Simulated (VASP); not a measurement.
Crystal: BiTe.

```
Bi Te
1.0
     4.59751    0.00000    0.00000
    -2.29875    3.98156    0.00000
     0.00000    0.00000    7.51434
Bi Te
2 2
Direct
  0.00000 0.00000 0.00000
  0.00000 0.00000 0.50000
  0.33333 0.66667 0.25000
  0.66667 0.33333 0.75000
```

```yaml
Program: VASP 6.6.1
Task: relaxation of cell and atoms
Functional: PBE
Potentials_or_basis: VASP PAW PBE potentials, release 64 (Bi_d, Te)
Cutoff: 600 eV
k_mesh: 12 × 12 × 6
Occupations: gaussian, width 0.1 eV
Spin: no spin polarisation
```

At the start: pressure 1.3 GPa; volume 34.39 Å³/atom.

Q: How do energy, volume and symmetry change on relaxing?

A: Over 11 steps the energy falls by 3.8 meV/atom and the volume is 35.39 Å³/atom (+2.9 %); space group P6_3/mmc (No. 194, to 0.1 Å) before and after.

The path:
| step | energy change (eV) | largest force (eV/Å) | pressure (GPa) | volume (Å³) |
| --- | --- | --- | --- | --- |
| 1 | 0.0000 | 0.0000 | 1.28 | 137.55 |
| 2 | -0.0111 | 0.0000 | -0.57 | 143.08 |
| 3 | -0.0144 | 0.0000 | 0.01 | 141.24 |
| 4 | -0.0144 | 0.0000 | -0.01 | 141.32 |
| 5 | -0.0144 | 0.0000 | -0.02 | 141.34 |
| 6 | -0.0147 | 0.0000 | -0.02 | 141.40 |
| 7 | -0.0150 | 0.0000 | -0.02 | 141.52 |
| 8 | -0.0151 | 0.0000 | -0.04 | 141.74 |
| 9 | -0.0152 | 0.0000 | -0.04 | 141.66 |
| 10 | -0.0148 | 0.0000 | 0.20 | 140.94 |
| 11 | -0.0152 | 0.0000 | 0.00 | 141.54 |

Final structure:
```
CELL_PARAMETERS angstrom
4.67340 0.00000 0.00000
-2.33670 4.04728 0.00000
0.00000 0.00000 7.48322
ATOMIC_POSITIONS crystal
Bi 0.00000 0.00000 0.00000
Bi 0.00000 0.00000 0.50000
Te 0.33333 0.66667 0.25000
Te 0.66667 0.33333 0.75000
```
